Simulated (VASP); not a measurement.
## YZr2: single point with PBE

The system is YZr2.

```
CELL_PARAMETERS angstrom
0.00000 4.29730 4.29730
4.29730 0.00000 4.29730
4.29730 4.29730 0.00000
ATOMIC_POSITIONS crystal
Y 0.00000 0.00000 0.00000
Y 0.25000 0.25000 0.25000
Zr 0.62500 0.62500 0.62500
Zr 0.12500 0.62500 0.62500
Zr 0.62500 0.62500 0.12500
Zr 0.62500 0.12500 0.62500
```

```
Program             : VASP 6.6.1
Task                : single point
Functional          : PBE
Potentials or basis : VASP PAW PBE potentials, release 64 (Y_sv, Zr_sv)
Cutoff              : 520 eV
k mesh              : 4 × 4 × 4
Occupations         : gaussian, width 0.1 eV
Spin                : no spin polarisation
```

```
Pressure               : 0.2 GPa
Band gap on the k mesh : zero (bands 35 and 36 overlap by 0.47 eV)
```

Levels at points of the mesh, in eV from the Fermi level:
| k point | band 30 | band 31 | band 32 | band 33 | band 34 | band 35 | band 36 | band 37 | band 38 | band 39 |
| --- | --- | --- | --- | --- | --- | --- | --- | --- | --- | --- |
| (0.00, 0.00, 0.00) | -1.24 | -1.24 | -1.24 | -0.37 | -0.37 | 0.27 | 0.27 | 0.63 | 0.63 | 0.63 |
| (0.50, 0.00, 0.00) | -1.27 | -0.52 | -0.52 | -0.04 | -0.04 | 0.06 | 0.06 | 0.08 | 0.17 | 0.17 |
| (0.50, 0.50, 0.00) | -0.80 | -0.77 | -0.77 | -0.70 | -0.70 | -0.07 | -0.07 | 0.12 | 0.12 | 0.28 |

Wall time 83 s on 1 thread of Intel(R) Xeon(R) Platinum 8488C (Sapphire Rapids) (shared host), peak memory 0.34 GiB.
